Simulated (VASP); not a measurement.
ScAl2N3: single point with PBE

ScAl2N3:

```xyz
6
Lattice="3.9235 0.0000 0.0000 -1.9618 3.3979 0.0000 0.0000 0.0000 7.2020" Properties=species:S:1:pos:R:3 pbc="T T T"
Sc    0.0000    0.0000    3.6010
Al    0.0000    2.2653    0.0000
Al    1.9618    1.1326    0.0000
N     0.0000    0.0000    0.0000
N     0.0000    2.2653    3.6010
N     1.9618    1.1326    3.6010
```

```yaml
Program: VASP 6.6.1
Task: single point
Functional: PBE
Potentials_or_basis: VASP PAW PBE potentials, release 64 (Sc_sv, Al, N)
Cutoff: 520 eV
k_mesh: 6 × 6 × 4
Occupations: gaussian, width 0.1 eV
Spin: collinear spin, ferromagnetic start
Starting_moments: "[0.0, 0.0, 0.0, 1.0, 1.0, 1.0] μB"
Dipole_correction: no
Further_INCAR_settings: ALGO = Normal; EDIFF = 1e-06; NBANDS = 29
```

| Quantity | Value |
| --- | --- |
| Pressure | 3.0 GPa |
| Band gap on the k mesh | zero (filled and empty bands overlap) |
| Net moment | 0.00 μB per cell |
| Valence electrons inside the program's atomic spheres | Sc 9.36; Al 0.88; N 3.51, 3.48 |

Stress tensor (GPa, compression positive):
```
 8.86  0.00  0.00
 0.00  8.86  0.00
 0.00  0.00 -8.84
```

Levels at points of the mesh, in eV from the Fermi level:
Spin up:
```tsv
k point	band 13	band 14	band 15	band 16	band 17	band 18	band 19	band 20
(0.00, 0.00, 0.00)	-4.55	-2.56	-0.04	-0.04	0.54	0.86	0.86	1.23
(0.50, 0.00, 0.00)	-3.06	-2.89	-0.90	-0.23	0.56	0.75	1.18	1.97
(0.00, 0.00, 0.50)	-4.55	-2.81	-0.05	-0.05	0.52	0.86	0.86	0.90
(0.50, 0.00, 0.50)	-2.86	-2.70	-0.70	-0.38	-0.23	0.81	1.44	2.12
```
Spin down:
| k point | band 14 | band 15 | band 16 | band 17 | band 18 | band 19 |
| --- | --- | --- | --- | --- | --- | --- |
| (0.00, 0.00, 0.00) | -2.56 | -0.04 | -0.04 | 0.54 | 0.86 | 0.86 |
| (0.50, 0.00, 0.00) | -2.89 | -0.90 | -0.23 | 0.56 | 0.75 | 1.18 |
| (0.00, 0.00, 0.50) | -2.81 | -0.05 | -0.05 | 0.52 | 0.86 | 0.86 |
| (0.50, 0.00, 0.50) | -2.70 | -0.70 | -0.38 | -0.23 | 0.81 | 1.44 |

It took 2 min on 1 thread of Intel(R) Xeon(R) Platinum 8488C (Sapphire Rapids), with other jobs on the host, peak memory 0.3 GiB.
